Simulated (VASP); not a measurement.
# PbS (Galena) (Fm-3m) in VASP: further runs

The runs below take PbS (Galena) through single point, with PBE.

All numbers are computed with VASP 6.6.1; they aren't measurements. Logs are shortened: lines on timing, memory, paths and dates and some standing lists are left out, and cuts for length are marked.

### Step 1. The cell of the first run

The structure is cubic, space group Fm-3m (No. 225). The conventional cell has a = 5.769 Å, b = 5.769 Å, c = 5.769 Å, α = 90.00°, β = 90.00°, γ = 90.00°. Within 3.8 Å of Pb (site symmetry m-3m) lie 6 S at 2.88 Å. S (site symmetry m-3m) has 6 Pb at 2.88 Å within 3.8 Å.

### Step 2. Single point, PBE

Input file INCAR:

```
PREC     = Accurate       # precision mode
ENCUT    = 500            # plane-wave cutoff, eV
EDIFF    = 1E-6           # SCF threshold, eV
ISMEAR   = 0              # smearing method
SIGMA    = 0.01           # smearing width, eV
LREAL    = F              # projectors in reciprocal space
LASPH    = T              # aspherical terms in the spheres
NELM     = 120            # most SCF steps
ALGO     = Normal         # electronic algorithm
ISIF     = 2              # what is computed and relaxed
LWAVE    = F              # write WAVECAR
LCHARG   = F              # write CHGCAR
GGA      = PE             # functional
NBANDS   = 17             # bands
GGA_COMPAT= F
```

Input file KPOINTS:

```
Automatic mesh
0
Gamma
  6 6 6
```

Input file POSCAR:

```
PbS
1.0
    0.0000000000      2.8844553114      2.8844553114
    2.8844553114      0.0000000000      2.8844553114
    2.8844553114      2.8844553114      0.0000000000
Pb S
1 1
Direct
    0.0000000000      0.0000000000      0.0000000000
    0.5000000000      0.5000000000      0.5000000000
```

Potentials or basis: VASP PAW PBE potentials, release 64 (Pb_d, S).

Started as:

```console
cat potpaw_PBE.64/Pb_d/POTCAR potpaw_PBE.64/S/POTCAR > POTCAR
mpirun -np 1 vasp_std > vasp.out
```

OUTCAR:

```text
PREC = Accurate
   ENCUT = 500
   EDIFF = 1E-6
   ISMEAR = 0
   LREAL = F
   LASPH = T
   NELM = 120
   ISIF = 2
   GGA = PE

 ion  position               nearest neighbor table
   1  0.000  0.000  0.000-   2 2.88   2 2.88   2 2.88   2 2.88   2 2.88   2 2.88
   2  0.500  0.500  0.500-   1 2.88   1 2.88   1 2.88   1 2.88   1 2.88   1 2.88

  LATTYP: Found a face centered cubic cell.
 ALAT       =     5.7689106228

  Lattice vectors:

 A1 = (   0.0000000000,   2.8844553114,   2.8844553114)
 A2 = (   2.8844553114,   0.0000000000,   2.8844553114)
 A3 = (   2.8844553114,   2.8844553114,   0.0000000000)

Analysis of symmetry for initial positions (statically):
=====================================================================
 Subroutine PRICEL returns:
 Original cell was already a primitive cell.

 Routine SETGRP: Setting up the symmetry group for a
 face centered cubic supercell.

 Subroutine GETGRP returns: Found 48 space group operations
 (whereof 48 operations were pure point group operations)
 out of a pool of 48 trial point group operations.

The static configuration has the point symmetry O_h .

Analysis of symmetry for dynamics (positions and initial velocities):
=====================================================================
 Subroutine PRICEL returns:
 Original cell was already a primitive cell.

 Routine SETGRP: Setting up the symmetry group for a
 face centered cubic supercell.

 Subroutine GETGRP returns: Found 48 space group operations
 (whereof 48 operations were pure point group operations)
 out of a pool of 48 trial point group operations.

The dynamic configuration has the point symmetry O_h .

 Subroutine INISYM returns: Found 48 space group operations
 (whereof 48 operations are pure point group operations),
 and found     1 'primitive' translations

----------------------------------------------------------------------------------------

                                     Primitive cell

  volume of cell :      47.9978

  direct lattice vectors                    reciprocal lattice vectors
     0.000000000  2.884455311  2.884455311    -0.173342952  0.173342952  0.173342952
     2.884455311  0.000000000  2.884455311     0.173342952 -0.173342952  0.173342952
     2.884455311  2.884455311  0.000000000     0.173342952  0.173342952 -0.173342952

  length of vectors
     4.079235821  4.079235821  4.079235821     0.300238801  0.300238801  0.300238801

  position of ions in fractional coordinates (direct lattice)
     0.000000000  0.000000000  0.000000000
     0.500000000  0.500000000  0.500000000

  ion indices of the primitive-cell ions
   primitive index   ion index
                 1           1
                 2           2

----------------------------------------------------------------------------------------

 KPOINTS: Automatic mesh

Automatic generation of k-mesh.
 Grid dimensions read from file:
 generate k-points for:    6    6    6

 Generating k-lattice:

  Cartesian coordinates                     Fractional coordinates (reciprocal lattice)
    -0.028890492  0.028890492  0.028890492     0.166666667  0.000000000  0.000000000
     0.028890492 -0.028890492  0.028890492     0.000000000  0.166666667  0.000000000
     0.028890492  0.028890492 -0.028890492     0.000000000  0.000000000  0.166666667

  Length of vectors
     0.050039800  0.050039800  0.050039800

  Shift w.r.t. Gamma in fractional coordinates (k-lattice)
     0.000000000  0.000000000  0.000000000

 Subroutine IBZKPT returns following result:
 ===========================================

 Found     16 irreducible k-points:

 Following reciprocal coordinates:
            Coordinates               Weight
  0.000000  0.000000  0.000000      1.000000
  0.166667  0.000000  0.000000      8.000000
  0.333333  0.000000  0.000000      8.000000
  0.500000  0.000000  0.000000      4.000000
  0.166667  0.166667  0.000000      6.000000
  0.333333  0.166667  0.000000     24.000000
[... 8 lines left out ...]
 -0.333333  0.333333  0.166667     24.000000
 -0.333333  0.500000  0.166667     12.000000
   k-points           NKPTS =     16   k-points in BZ     NKDIM =     16   number of bands    NBANDS=     17
   number of dos      NEDOS =    301   number of ions     NIONS =      2
   total plane-waves  NPLWV =  27000
   dimension x,y,z NGX =    30 NGY =   30 NGZ =   30
   dimension x,y,z NGXF=    60 NGYF=   60 NGZF=   60
   ions per type =               1   1
   NGX,Y,Z   is equivalent  to a cutoff of  12.23, 12.23, 12.23 a.u.
   NGXF,Y,Z  is equivalent  to a cutoff of  24.45, 24.45, 24.45 a.u.
 SYSTEM =  unknown system
   PREC   = accura    normal or accurate (medium, high low for compatibility)
   ISTART =      0    job   : 0-new  1-cont  2-samecut
   ICHARG =      2    charge: 1-file 2-atom 10-const
   ISPIN  =      1    spin polarized calculation?
   LNONCOLLINEAR =      F non collinear calculations
   LSORBIT =      F    spin-orbit coupling
   LASPH  =      T    aspherical Exc in radial PAW
   ENCUT  =  500.0 eV  36.75 Ry    6.06 a.u.   7.44  7.44  7.44*2*pi/ulx,y,z
   NELM   =    120;   NELMIN=  2; NELMDL= -5     # of ELM steps
   EDIFF  = 0.1E-05   stopping-criterion for ELM
   LREAL  =      F    real-space projection
   EDIFFG = 0.1E-04   stopping-criterion for IOM
   NSW    =      0    number of steps for IOM
   IBRION =     -1    ionic relax: 0-MD 1-quasi-New 2-CG
   NFREE  =      0    steps in history (QN), initial steepest desc. (CG)
   ISIF   =      2    stress and relaxation
   ISYM   =      2    0-nonsym 1-usesym 2-fastsym
   POTIM  = 0.5000    time-step for ionic-motion
   TEBEG  =    0.0;   TEEND  =   0.0 temperature during run
   PSTRESS=    0.0 pullay stress
   NELECT =      20.0000    total number of electrons
   NUPDOWN=      -1.0000    fix difference up-down
   EMIN   =  10.00;   EMAX   =-10.00  energy-range for DOS
   EFERMI =   0.00;   METHOD = LEGACY
   ISMEAR =     0;   SIGMA  =   0.01  broadening in eV -4-tet -1-fermi 0-gaus
   EFERMI_NEDOS =   21; number of points for ismear=-14 and -15
   IALGO  =     38    algorithm
   IMIX   =      4    mixing-type and parameters
     AMIX     =   0.40;   BMIX     =  1.00
     AMIX_MAG =   1.60;   BMIX_MAG =  1.00
  volume/ion in A,a.u.               =      24.00       161.95
  Fermi-wavevector in a.u.,A,eV,Ry     =   1.222769  2.310698 20.342935  1.495164
  Thomas-Fermi vector in A             =   2.357904
   LORBIT       =      0    0 simple, 1 ext, 2 COOP (PROOUT), +10 PAW based schemes
   GGA     = PE    functional components
   LHFCALC =     F    Hartree Fock is set to
   AEXX    =    0.0000 exact exchange contribution
   IVDW    =     0    specifies the selected vdW correction
   LEPSILON=     F    determine dielectric tensor
   LRPA    =     F    only Hartree local field effects (RPA)
 non-spin polarized calculation
 Gauss-broadening in eV      SIGMA  =   0.01
  energy-cutoff  :      500.00
  volume of cell :       48.00
 maximum number of plane-waves:      1243
 NGX is ok and might be reduce to    30
   NGX = 15   NGY = 15   NGZ = 15

 number of electron      19.9999994 magnetization

 Free energy of the ion-electron system (eV)
  ---------------------------------------------------
  ext. energy  EPLUGINS =         0.00000000
  ---------------------------------------------------
  free energy    TOTEN  =        -8.62538488 eV

  energy without entropy =       -8.62529522  energy(sigma->0) =       -8.62534005

 E-fermi :   7.0941     XC(G=0): -10.0831

 val. band max:        7.0849397712   @ k =   0.5000   0.0000   0.0000
 cond. band min:       7.1033361528   @ k =   0.5000   0.0000   0.0000
 fundamental gap:      0.0183963816
 Fermi energy:         7.0941379620

 k-point     1 :       0.0000    0.0000    0.0000
  band No.  band energies     occupation
      1     -10.0160      2.00000
      2     -10.0160      2.00000
      3     -10.0160      2.00000
      4     -10.0024      2.00000
      5     -10.0024      2.00000
      6      -7.4297      2.00000
[... 9 lines left out ...]
     16      13.4695      0.00000
     17      15.3542      0.00000

 k-point     2 :       0.1667    0.0000    0.0000
  band No.  band energies     occupation
      1     -10.0174      2.00000
      2     -10.0174      2.00000
      3     -10.0150      2.00000
      4      -9.9965      2.00000
      5      -9.9965      2.00000
      6      -7.1636      2.00000
[... 9 lines left out ...]
     16      14.1272      0.00000
     17      17.4440      0.00000

 k-point     3 :       0.3333    0.0000    0.0000
  band No.  band energies     occupation
      1     -10.0385      2.00000
      2     -10.0385      2.00000
      3     -10.0146      2.00000
      4      -9.9662      2.00000
      5      -9.9662      2.00000
      6      -6.4755      2.00000
[... 9 lines left out ...]
     16      15.5673      0.00000
     17      19.6760      0.00000

 k-point     4 :       0.5000    0.0000    0.0000
  band No.  band energies     occupation
      1     -10.0494      2.00000
      2     -10.0494      2.00000
      3     -10.0150      2.00000
      4      -9.9504      2.00000
      5      -9.9504      2.00000
      6      -5.9718      2.00000
[... 9 lines left out ...]
     16      16.9298      0.00000
     17      17.6944      0.00000
[... 183 lines left out ...]
      1     -10.1260      2.00000
      2     -10.0184      2.00000
      3     -10.0093      2.00000
      4      -9.9627      2.00000
      5      -9.9548      2.00000
      6      -5.8856      2.00000
[... 9 lines left out ...]
     16      17.6535      0.00000
     17      18.0998      0.00000

 k-point    15 :      -0.3333    0.3333    0.1667
  band No.  band energies     occupation
      1     -10.1429      2.00000
      2     -10.0162      2.00000
      3      -9.9920      2.00000
      4      -9.9867      2.00000
      5      -9.9421      2.00000
      6      -5.5058      2.00000
[... 9 lines left out ...]
     16      18.3424      0.00000
     17      18.9032      0.00000

 k-point    16 :      -0.3333    0.5000    0.1667
  band No.  band energies     occupation
      1     -10.1948      2.00000
      2     -10.0239      2.00000
      3      -9.9913      2.00000
      4      -9.9637      2.00000
      5      -9.9319      2.00000
      6      -5.3439      2.00000
[... 9 lines left out ...]
     16      19.0426      0.00000
     17      19.1366      0.00000

------------------------ aborting loop because EDIFF is reached ----------------------------------------

  FORCE on cell =-STRESS in cart. coord.  units (eV):
  Direction    XX          YY          ZZ          XY          YZ          ZX
  --------------------------------------------------------------------------------------
  -------------------------------------------------------------------------------------
  Total        2.4651360      2.4651360      2.4651360      0.0000000      0.0000000     -0.0000000
  in kB       82.2867710     82.2867710     82.2867710      0.0000000      0.0000000     -0.0000000
  external PRESSURE =      82.2867710 kB  Pullay stress =       0.0000000 kB

 VOLUME and BASIS-vectors are now :
 -----------------------------------------------------------------------------
  energy-cutoff  :      500.00
  volume of cell :       48.00
      direct lattice vectors                 reciprocal lattice vectors
     0.000000000  2.884455311  2.884455311    -0.173342952  0.173342952  0.173342952
     2.884455311  0.000000000  2.884455311     0.173342952 -0.173342952  0.173342952
     2.884455311  2.884455311  0.000000000     0.173342952  0.173342952 -0.173342952

 POSITION                                       TOTAL-FORCE (eV/Angst)
 -----------------------------------------------------------------------------------
      0.00000      0.00000      0.00000        -0.000000     -0.000000     -0.000000
      2.88446      2.88446      2.88446         0.000000      0.000000      0.000000
 -----------------------------------------------------------------------------------
    total drift:                               -0.000000      0.000000      0.000000

  FREE ENERGIE OF THE ION-ELECTRON SYSTEM (eV)
  ---------------------------------------------------
  free  energy   TOTEN  =        -8.6253848797 eV

  energy  without entropy=       -8.6252952155  energy(sigma->0) =       -8.62534005
```

Run time: 12 s. Hardware: 1 thread of Intel Xeon Platinum 8488C (Sapphire Rapids), shared host; peak memory 0.17 GiB.

Results:

```
Free energy            : -8.6254 eV
Pressure               : 8.2 GPa
Band gap on the k mesh : 0.02 eV, direct
```

Levels at points of the mesh, in eV from the valence-band top:
| k point | band 6 | band 7 | band 8 | band 9 | band 10 | band 11 | band 12 | band 13 | band 14 | band 15 |
| --- | --- | --- | --- | --- | --- | --- | --- | --- | --- | --- |
| (0.00, 0.00, 0.00) | -14.51 | -5.99 | -2.73 | -2.73 | -2.73 | 5.35 | 5.35 | 5.35 | 6.38 | 6.38 |
| (0.50, 0.00, 0.00) | -13.06 | -9.50 | -2.26 | -2.26 | 0.00 | 0.02 | 1.64 | 1.64 | 8.64 | 9.84 |
| (0.50, 0.50, 0.00) | -12.45 | -7.45 | -6.07 | -4.13 | -4.13 | 3.36 | 5.74 | 5.89 | 5.89 | 11.12 |

Caveat: spin-orbit coupling is left out, which moves the levels of the heavy elements. A k mesh can miss the band edges.

[end of part 1 of 2]
